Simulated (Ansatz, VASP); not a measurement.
Two plane-wave programs on BaZrO3

```
CELL_PARAMETERS angstrom
4.16287 0.00000 0.00000
0.00000 4.16287 0.00000
0.00000 0.00000 4.16287
ATOMIC_POSITIONS crystal
Ba 0.00000 0.00000 0.00000
Zr 0.50000 0.50000 0.50000
O 0.50000 0.50000 0.00000
O 0.50000 0.00000 0.50000
O 0.00000 0.50000 0.50000
```

Alike in both runs: task single point; functional r2SCAN; k mesh 6 × 6 × 6; no spin polarisation.

```csv
,VASP,Ansatz
version,VASP 6.6.1,Ansatz 0.2.0
potentials or method,"VASP PAW PBE potentials, release 64 (Ba_sv, Zr_sv, O_h)","plane waves, PAW"
plane-wave cutoff (eV),1480,500
occupations,"gaussian, width 0.01 eV",fixed
valence electrons in the cell,40,40
```

```tsv
	VASP	Ansatz	Ansatz less VASP
gap on the k mesh at the Fermi level (eV)	3.77	3.81	+0.045
pressure (GPa)	6.3	5.3	-1.03
```

VASP's potentials were made for PBE, not for r2SCAN.

Spin-orbit coupling is off throughout.
